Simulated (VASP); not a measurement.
# MgBCl5 (P4/mmm) in VASP: notebook

MgBCl5 is run at these levels: PBE; tasks: single point, relaxation of cell and atoms.

Everything below comes from runs of VASP 6.6.1. Logs are shortened: lines on timing, memory, paths and dates and some standing lists are left out, and cuts for length are marked.

## (1) The cell of the first run

The structure is tetragonal, space group P4/mmm (No. 123). The conventional cell has a = 4.389 Å, b = 4.389 Å, c = 7.600 Å, α = 90.00°, β = 90.00°, γ = 90.00°. Within 3.4 Å of Mg (site symmetry 4/mmm) lie 8 Cl at 2.61 Å. B (site symmetry 4/mmm) has 12 Cl at 3.10 to 3.24 Å within 4.1 Å. Cl (site symmetry 2mm) has 2 Mg at 2.61 Å and 7 Cl at 2.82 to 3.24 Å and 2 B at 3.24 Å within 3.4 Å. Within 4.1 Å of Cl (site symmetry 4/mmm) lie 4 B at 3.10 Å and 8 Cl at 3.24 Å and 2 Mg at 3.80 Å.

The cell was generated, and may not be a known phase.

## (2) Single point, PBE

The input, INCAR:

```
SYSTEM = MgBCl5
PREC = Accurate ; ENCUT = 520
EDIFF = 1E-6 ; ISMEAR = 0
SIGMA = 0.1 ; LREAL = .FALSE.
LASPH = .TRUE. ; NELM = 80
ALGO = Normal ; ISIF = 2
LWAVE = .FALSE. ; LCHARG = .FALSE.
GGA = PE ; NBANDS = 29
```

The input, KPOINTS:

```
regular mesh
0
G
  4 4 2
  0 0 0
```

The input, POSCAR:

```
MgBCl5
1.0
    4.3894253800      0.0000000000      0.0000000000
    0.0000000000      4.3894253800      0.0000000000
    0.0000000000      0.0000000000      7.5996834800
Mg B Cl
1 1 5
Direct
    0.0000000000      0.0000000000      0.0000000000
    0.5000000000      0.5000000000      0.5000000000
    0.5000000000      0.0000000000      0.8144789900
    0.5000000000      0.0000000000      0.1855210100
    0.0000000000      0.5000000000      0.8144789900
    0.0000000000      0.5000000000      0.1855210100
    0.0000000000      0.0000000000      0.5000000000
```

Potentials or basis: VASP PAW PBE potentials, release 64 (Mg, B, Cl).

Started as:

```bash
cat potpaw_PBE.64/Mg/POTCAR potpaw_PBE.64/B/POTCAR potpaw_PBE.64/Cl/POTCAR > POTCAR
mpirun -np 1 vasp_std > vasp.out
```

OUTCAR:

```text
SYSTEM = MgBCl5
   PREC = Accurate
   ENCUT = 520
   EDIFF = 1E-6
   ISMEAR = 0
   LREAL = .FALSE.
   LASPH = .TRUE.
   NELM = 80
   ISIF = 2
   GGA = PE

 ion  position               nearest neighbor table
   1  0.000  0.000  0.000-   3 2.61   4 2.61   5 2.61   6 2.61   5 2.61   6 2.61   3 2.61   4 2.61

   2  0.500  0.500  0.500-
   3  0.500  0.000  0.814-   1 2.61   1 2.61
   4  0.500  0.000  0.186-   1 2.61   1 2.61
   5  0.000  0.500  0.814-   1 2.61   1 2.61
   6  0.000  0.500  0.186-   1 2.61   1 2.61
   7  0.000  0.000  0.500-

  LATTYP: Found a simple tetragonal cell.
 ALAT       =     4.3894253800
 C/A-ratio  =     1.7313618121

  Lattice vectors:

 A1 = (   4.3894253800,   0.0000000000,   0.0000000000)
 A2 = (   0.0000000000,   4.3894253800,   0.0000000000)
 A3 = (   0.0000000000,   0.0000000000,   7.5996834800)

Analysis of symmetry for initial positions (statically):
=====================================================================
 Subroutine PRICEL returns:
 Original cell was already a primitive cell.

 Routine SETGRP: Setting up the symmetry group for a
 simple tetragonal supercell.

 Subroutine GETGRP returns: Found 16 space group operations
 (whereof 16 operations were pure point group operations)
 out of a pool of 16 trial point group operations.

The static configuration has the point symmetry D_4h.

Analysis of symmetry for dynamics (positions and initial velocities):
=====================================================================
 Subroutine PRICEL returns:
 Original cell was already a primitive cell.

 Routine SETGRP: Setting up the symmetry group for a
 simple tetragonal supercell.

 Subroutine GETGRP returns: Found 16 space group operations
 (whereof 16 operations were pure point group operations)
 out of a pool of 16 trial point group operations.

The dynamic configuration has the point symmetry D_4h.

 Subroutine INISYM returns: Found 16 space group operations
 (whereof 16 operations are pure point group operations),
 and found     1 'primitive' translations

----------------------------------------------------------------------------------------

                                     Primitive cell

  volume of cell :     146.4235

  direct lattice vectors                    reciprocal lattice vectors
     4.389425380  0.000000000  0.000000000     0.227820253  0.000000000  0.000000000
     0.000000000  4.389425380  0.000000000     0.000000000  0.227820253  0.000000000
     0.000000000  0.000000000  7.599683480     0.000000000  0.000000000  0.131584428

  length of vectors
     4.389425380  4.389425380  7.599683480     0.227820253  0.227820253  0.131584428

  position of ions in fractional coordinates (direct lattice)
     0.000000000  0.000000000  0.000000000
     0.500000000  0.500000000  0.500000000
     0.500000000  0.000000000  0.814478990
     0.500000000  0.000000000  0.185521010
     0.000000000  0.500000000  0.814478990
     0.000000000  0.500000000  0.185521010
     0.000000000  0.000000000  0.500000000

  ion indices of the primitive-cell ions
   primitive index   ion index
                 1           1
                 2           2
                 3           3
                 4           4
                 5           5
                 6           6
                 7           7

----------------------------------------------------------------------------------------

 KPOINTS: regular mesh

Automatic generation of k-mesh.
 Grid dimensions read from file:
 generate k-points for:    4    4    2

 Generating k-lattice:

  Cartesian coordinates                     Fractional coordinates (reciprocal lattice)
     0.056955063  0.000000000  0.000000000     0.250000000  0.000000000  0.000000000
     0.000000000  0.056955063  0.000000000     0.000000000  0.250000000  0.000000000
     0.000000000  0.000000000  0.065792214     0.000000000  0.000000000  0.500000000

  Length of vectors
     0.056955063  0.056955063  0.065792214

  Shift w.r.t. Gamma in fractional coordinates (k-lattice)
     0.000000000  0.000000000  0.000000000

 Subroutine IBZKPT returns following result:
 ===========================================

 Found     12 irreducible k-points:

 Following reciprocal coordinates:
            Coordinates               Weight
  0.000000  0.000000  0.000000      1.000000
  0.250000  0.000000  0.000000      4.000000
  0.500000  0.000000  0.000000      2.000000
  0.250000  0.250000  0.000000      4.000000
  0.500000  0.250000  0.000000      4.000000
  0.500000  0.500000  0.000000      1.000000
  0.000000  0.000000  0.500000      1.000000
  0.250000  0.000000  0.500000      4.000000
  0.500000  0.000000  0.500000      2.000000
  0.250000  0.250000  0.500000      4.000000
  0.500000  0.250000  0.500000      4.000000
  0.500000  0.500000  0.500000      1.000000
   k-points           NKPTS =     12   k-points in BZ     NKDIM =     12   number of bands    NBANDS=     29
[... 28 lines left out ...]
   NELECT =      40.0000    total number of electrons
   NUPDOWN=      -1.0000    fix difference up-down
   EMIN   =  10.00;   EMAX   =-10.00  energy-range for DOS
   EFERMI =   0.00;   METHOD = LEGACY
   ISMEAR =     0;   SIGMA  =   0.10  broadening in eV -4-tet -1-fermi 0-gaus
   EFERMI_NEDOS =   21; number of points for ismear=-14 and -15
   IALGO  =     38    algorithm
   IMIX   =      4    mixing-type and parameters
     AMIX     =   0.40;   BMIX     =  1.00
     AMIX_MAG =   1.60;   BMIX_MAG =  1.00
  volume/ion in A,a.u.               =      20.92       141.16
  Fermi-wavevector in a.u.,A,eV,Ry     =   1.062245  2.007351 15.352320  1.128364
  Thomas-Fermi vector in A             =   2.197689
   LORBIT       =      0    0 simple, 1 ext, 2 COOP (PROOUT), +10 PAW based schemes
   GGA     = PE    functional components
   LHFCALC =     F    Hartree Fock is set to
   AEXX    =    0.0000 exact exchange contribution
   IVDW    =     0    specifies the selected vdW correction
   LEPSILON=     F    determine dielectric tensor
   LRPA    =     F    only Hartree local field effects (RPA)
 non-spin polarized calculation
 Gauss-broadening in eV      SIGMA  =   0.10
  energy-cutoff  :      520.00
  volume of cell :      146.42
 maximum number of plane-waves:      4001
 NGX is ok and might be reduce to    36
   NGX = 17   NGY = 17   NGZ = 29

 number of electron      39.9999998 magnetization

 Free energy of the ion-electron system (eV)
  ---------------------------------------------------
  ext. energy  EPLUGINS =         0.00000000
  ---------------------------------------------------
  free energy    TOTEN  =       -16.24864241 eV

  energy without entropy =      -16.20266711  energy(sigma->0) =      -16.22565476

 E-fermi :   1.4471     XC(G=0):  -9.0567

 val. band max:        1.4438840587   @ k =   0.2500   0.0000   0.5000
 cond. band min:       1.4504884035   @ k =   0.5000   0.5000   0.5000
 fundamental gap:      0.0066043448
 Fermi energy:         1.4471048937

 k-point     1 :       0.0000    0.0000    0.0000
  band No.  band energies     occupation
      1     -13.5889      2.00000
      2     -12.7234      2.00000
      3     -12.1106      2.00000
      4     -11.8396      2.00000
      5     -11.4334      2.00000
      6      -3.4419      2.00000
[... 21 lines left out ...]
     28       9.9146      0.00000
     29       9.9147      0.00000

 k-point     2 :       0.2500    0.0000    0.0000
  band No.  band energies     occupation
      1     -13.3882      2.00000
      2     -12.5484      2.00000
      3     -12.3348      2.00000
      4     -11.8195      2.00000
      5     -11.6364      2.00000
      6      -3.5960      2.00000
[... 21 lines left out ...]
     28      10.0240      0.00000
     29      10.1649      0.00000

 k-point     3 :       0.5000    0.0000    0.0000
  band No.  band energies     occupation
      1     -12.9333      2.00000
      2     -12.8187      2.00000
      3     -12.1139      2.00000
      4     -12.0991      2.00000
      5     -11.7946      2.00000
      6      -3.6781      2.00000
[... 254 lines left out ...]
      5     -11.7029      2.00000
      6      -3.2749      2.00000
[... 21 lines left out ...]
     28      11.0208      0.00000
     29      11.3030      0.00000

 k-point    12 :       0.5000    0.5000    0.5000
  band No.  band energies     occupation
      1     -12.7513      2.00000
      2     -12.7513      2.00000
      3     -12.0637      2.00000
      4     -12.0637      2.00000
      5     -11.8498      2.00000
      6      -3.8779      2.00000
[... 21 lines left out ...]
     28      10.2010      0.00000
     29      12.0701      0.00000

------------------------ aborting loop because EDIFF is reached ----------------------------------------

  FORCE on cell =-STRESS in cart. coord.  units (eV):
  Direction    XX          YY          ZZ          XY          YZ          ZX
  --------------------------------------------------------------------------------------
  -------------------------------------------------------------------------------------
  Total        1.4844861      1.4844861      1.8407740      0.0000000      0.0000000     -0.0000000
  in kB       16.2433601     16.2433601     20.1418899      0.0000000      0.0000000     -0.0000000
  external PRESSURE =      17.5428701 kB  Pullay stress =       0.0000000 kB

 VOLUME and BASIS-vectors are now :
 -----------------------------------------------------------------------------
  energy-cutoff  :      520.00
  volume of cell :      146.42
      direct lattice vectors                 reciprocal lattice vectors
     4.389425380  0.000000000  0.000000000     0.227820253  0.000000000  0.000000000
     0.000000000  4.389425380  0.000000000     0.000000000  0.227820253  0.000000000
     0.000000000  0.000000000  7.599683480     0.000000000  0.000000000  0.131584428

 POSITION                                       TOTAL-FORCE (eV/Angst)
 -----------------------------------------------------------------------------------
      0.00000      0.00000      0.00000         0.000000      0.000000      0.000000
      2.19471      2.19471      3.79984         0.000000      0.000000      0.000000
      2.19471      0.00000      6.18978         0.000000      0.000000     -0.408138
      2.19471      0.00000      1.40990        -0.000000      0.000000      0.408138
      0.00000      2.19471      6.18978         0.000000      0.000000     -0.408138
      0.00000      2.19471      1.40990         0.000000      0.000000      0.408138
      0.00000      0.00000      3.79984         0.000000      0.000000      0.000000
 -----------------------------------------------------------------------------------
    total drift:                                0.000000     -0.000000      0.000000

  FREE ENERGIE OF THE ION-ELECTRON SYSTEM (eV)
  ---------------------------------------------------
  free  energy   TOTEN  =       -16.2486424067 eV

  energy  without entropy=      -16.2026671093  energy(sigma->0) =      -16.22565476
```

Wall time 89 s (1 thread of Intel Xeon 8259CL, shared host); peak memory 0.28 GiB.

Results:

```yaml
Free_energy: -16.2486 eV
Pressure: 1.8 GPa
Largest_force: 0.408 eV/Å
Band_gap_on_the_k_mesh: zero (bands 20 and 21 overlap by 0.35 eV)
```

Forces in eV/Å, atoms in the order of the input:
```
Mg   0.000  0.000  0.000
B    0.000  0.000  0.000
Cl   0.000  0.000 -0.408
Cl   0.000  0.000  0.408
Cl   0.000  0.000 -0.408
Cl   0.000  0.000  0.408
Cl   0.000  0.000  0.000
```

Levels at points of the mesh, in eV from the Fermi level:
| k point | band 16 | band 17 | band 18 | band 19 | band 20 | band 21 | band 22 | band 23 | band 24 | band 25 |
| --- | --- | --- | --- | --- | --- | --- | --- | --- | --- | --- |
| (0.00, 0.00, 0.00) | -0.66 | -0.66 | -0.16 | -0.16 | -0.13 | -0.11 | 2.62 | 3.02 | 3.02 | 4.40 |
| (0.50, 0.00, 0.00) | -1.37 | -1.34 | -1.11 | -0.81 | -0.58 | 0.24 | 2.05 | 2.22 | 2.79 | 6.56 |
| (0.50, 0.50, 0.00) | -0.67 | -0.67 | -0.56 | 0.01 | 0.08 | 0.47 | 2.52 | 3.19 | 3.19 | 5.71 |
| (0.00, 0.00, 0.50) | -0.62 | -0.62 | -0.54 | -0.28 | -0.20 | -0.20 | 2.28 | 3.07 | 3.07 | 4.84 |
| (0.50, 0.00, 0.50) | -1.48 | -1.01 | -0.90 | -0.79 | -0.59 | 0.14 | 2.30 | 2.43 | 2.52 | 6.61 |
| (0.50, 0.50, 0.50) | -0.55 | 0.00 | 0.09 | 0.15 | 0.15 | 0.46 | 2.22 | 3.29 | 3.29 | 6.22 |

Caveat: the k points lie up to 0.41 Å⁻¹ apart; semilocal functionals underestimate gaps, and a narrow one can read as zero.

## (3) Single point, PBE

This run uses another cell than the first one, of 20.97 Å³/atom.

The input, INCAR:

```
ALGO = Normal
EDIFF = 1E-6
ENCUT = 520
GGA = PE
ISIF = 2
ISMEAR = 0
LASPH = True
LCHARG = True
LELF = True
LREAL = False
LVHAR = True
LWAVE = False
NBANDS = 29
NELM = 80
PREC = Accurate
SIGMA = 0.1
```

The input, KPOINTS:

```
k-points
0
Gamma
  4 4 2
```

The input, POSCAR:

```
MgBCl5
1.0
    4.6087989956      0.0000000000      0.0000000000
    0.0000000000      4.6087989956      0.0000000000
    0.0000000000      0.0000000000      6.9105483901
Mg B Cl
1 1 5
Direct
    0.0000000000      0.0000000000      0.0000000000
    0.5000000000      0.5000000000      0.5000000000
    0.5000000000      0.0000000000      0.7941332517
    0.5000000000      0.0000000000      0.2058667483
    0.0000000000      0.5000000000      0.7941332517
    0.0000000000      0.5000000000      0.2058667483
    0.0000000000      0.0000000000      0.5000000000
```

Potentials or basis: VASP PAW PBE potentials, release 64 (Mg, B, Cl).

Started as:

```bash
cat potpaw_PBE.64/Mg/POTCAR potpaw_PBE.64/B/POTCAR potpaw_PBE.64/Cl/POTCAR > POTCAR
mpirun -np 1 vasp_std > vasp.out
```

It took 95 s on 1 thread of Intel Xeon 8259CL, shared host; peak memory 0.26 GiB.

Results (log left out):

```
Free energy            : -16.3998 eV
Pressure               : -0.1 GPa
Largest force          : 0.015 eV/Å
Band gap on the k mesh : zero (bands 20 and 21 overlap by 0.59 eV)
```

Forces in eV/Å, atoms in the order of the input:
```
Mg   0.000  0.000  0.000
B    0.000  0.000  0.000
Cl   0.000  0.000  0.015
Cl   0.000  0.000 -0.015
Cl   0.000  0.000  0.015
Cl   0.000  0.000 -0.015
Cl   0.000  0.000  0.000
```

Stress tensor (GPa, compression positive):
```
-0.17  0.00  0.00
 0.00 -0.17  0.00
 0.00  0.00  0.02
```

Levels at points of the mesh, in eV from the Fermi level:
```
           k point  band 17  band 18  band 19  band 20  band 21  band 22  band 23  band 24
(0.00, 0.00, 0.00)    -0.90    -0.40    -0.40    -0.34    -0.13     2.68     2.91     2.91
(0.50, 0.00, 0.00)    -1.02    -0.97    -0.74    -0.60     0.32     2.42     2.47     3.14
(0.50, 0.50, 0.00)    -0.53    -0.37    -0.32    -0.28     0.13     2.97     2.97     3.12
(0.00, 0.00, 0.50)    -0.86    -0.61    -0.43    -0.43    -0.23     2.36     3.04     3.04
(0.50, 0.00, 0.50)    -1.25    -0.75    -0.54    -0.48     0.47     2.60     2.92     2.95
(0.50, 0.50, 0.50)    -0.36    -0.25     0.09     0.37     0.37     2.74     3.20     3.20
```

Caveat: the k points lie up to 0.45 Å⁻¹ apart, too coarse for converged energies and pressures of a metal.

## (4) Relaxation of cell and atoms, PBE

The input, INCAR:

```
PREC = Accurate
ENCUT = 600
EDIFF = 1E-7
ISMEAR = 0
SIGMA = 0.1
LREAL = False
LASPH = True
NELM = 80
ALGO = Normal
ISIF = 3
LWAVE = False
LCHARG = False
GGA = PE
IBRION = 2
NSW = 90
EDIFFG = -0.04
```

The input, KPOINTS:

```
Automatic mesh
0
Gamma
  4 4 2
```

The input, POSCAR:

```
MgBCl5
1.0
    4.3894253800      0.0000000000      0.0000000000
    0.0000000000      4.3894253800      0.0000000000
    0.0000000000      0.0000000000      7.5996834800
Mg B Cl
1 1 5
Direct
    0.0000000000      0.0000000000      0.0000000000
    0.5000000000      0.5000000000      0.5000000000
    0.5000000000      0.0000000000      0.8144789900
    0.5000000000      0.0000000000      0.1855210100
    0.0000000000      0.5000000000      0.8144789900
    0.0000000000      0.5000000000      0.1855210100
    0.0000000000      0.0000000000      0.5000000000
```

Started as:

```bash
cat potpaw_PBE.64/Mg/POTCAR potpaw_PBE.64/B/POTCAR potpaw_PBE.64/Cl/POTCAR > POTCAR
mpirun -np 1 vasp_std > vasp.out
```

Run time: 5.8 min. Hardware: 1 thread of Intel Xeon 8259CL, shared host; peak memory 0.31 GiB.

Results (log left out):

```
Free energy                           : -16.3246 eV
Relaxed volume                        : 21.52 Å³/atom
Relaxed cell                          : a = 4.412 Å, b = 4.412 Å, c = 7.740 Å, α = 90.00°, β = 90.00°, γ = 90.00°
Space group after relaxing (to 0.1 Å) : P4/mmm (No. 123)
Energy gained by relaxing             : 10.8 meV/atom
Ionic steps                           : 5
Pressure after relaxing               : 0.0 GPa
Largest force after relaxing          : 0.014 eV/Å
Band gap on the k mesh                : zero (bands 20 and 21 overlap by 0.38 eV)
```

Forces in eV/Å, atoms in the order of the input:
```
Mg   0.000  0.000  0.000
B    0.000  0.000  0.000
Cl   0.000  0.000 -0.014
Cl   0.000  0.000  0.014
Cl   0.000  0.000 -0.014
Cl   0.000  0.000  0.014
Cl   0.000  0.000  0.000
```

Step by step:
```csv
step,energy change (eV),largest force (eV/Å),pressure (GPa),volume (Å³)
1,0.0000,0.4080,1.81,146.42
2,-0.0559,0.2071,0.22,151.48
3,-0.0607,0.1339,-0.34,153.54
4,-0.0665,0.1062,-0.27,152.82
5,-0.0754,0.0143,-0.02,150.66
```

Final structure:
```
CELL_PARAMETERS angstrom
4.41197 0.00000 0.00000
0.00000 4.41197 0.00000
0.00000 0.00000 7.73975
ATOMIC_POSITIONS crystal
Mg 0.00000 0.00000 0.00000
B 0.50000 0.50000 0.50000
Cl 0.50000 0.00000 0.80652
Cl 0.50000 0.00000 0.19348
Cl 0.00000 0.50000 0.80652
Cl 0.00000 0.50000 0.19348
Cl 0.00000 0.00000 0.50000
```

Levels at points of the mesh, in eV from the Fermi level:
```csv
k point,band 16,band 17,band 18,band 19,band 20,band 21,band 22,band 23,band 24
"(0.00, 0.00, 0.00)",-0.46,-0.46,-0.25,-0.14,-0.10,-0.10,2.66,3.08,3.08
"(0.50, 0.00, 0.00)",-1.35,-1.31,-0.94,-0.91,-0.47,0.23,2.16,2.32,2.84
"(0.50, 0.50, 0.00)",-0.81,-0.62,-0.31,0.09,0.23,0.50,2.60,3.24,3.24
"(0.00, 0.00, 0.50)",-0.66,-0.42,-0.42,-0.42,-0.14,-0.14,2.35,3.12,3.12
"(0.50, 0.00, 0.50)",-1.41,-1.12,-0.77,-0.76,-0.39,0.10,2.38,2.48,2.64
"(0.50, 0.50, 0.50)",-0.30,0.08,0.09,0.09,0.24,0.49,2.35,3.33,3.33
```

Caveat: the k points lie up to 0.41 Å⁻¹ apart in the final cell; semilocal functionals underestimate gaps, and a narrow one can read as zero.

## (5) The runs side by side

| task | cell | cutoff (eV) | gap on the mesh (eV) | pressure (GPa) | largest force (eV/Å) |
| --- | --- | --- | --- | --- | --- |
| single point | a = 4.389, b = 4.389, c = 7.600 Å, 7 atoms, atomic positions A | 520 | none | 1.8 | 0.41 |
| single point | a = 4.609, b = 4.609, c = 6.911 Å, 7 atoms, atomic positions B | 520 | none | -0.1 | 0.01 |
| relaxation of cell and atoms | relaxed from a = 4.389, b = 4.389, c = 7.600 Å, 7 atoms, atomic positions A | 600 | none | 0.0 | 0.01 |

Alike in all rows: level PBE; potentials or basis VASP PAW PBE potentials, release 64 (Mg, B, Cl); no spin polarisation; k mesh 4 × 4 × 2; smearing gaussian 0.1 eV.

Caveats: all runs use coarse meshes; semilocal functionals underestimate gaps, and a narrow one can read as zero (at least some runs).

Total energies depend on the potentials used, so only differences within one code and one set of settings carry meaning.

The gap in the log of VASP goes by the Fermi energy; the results here count the filled bands.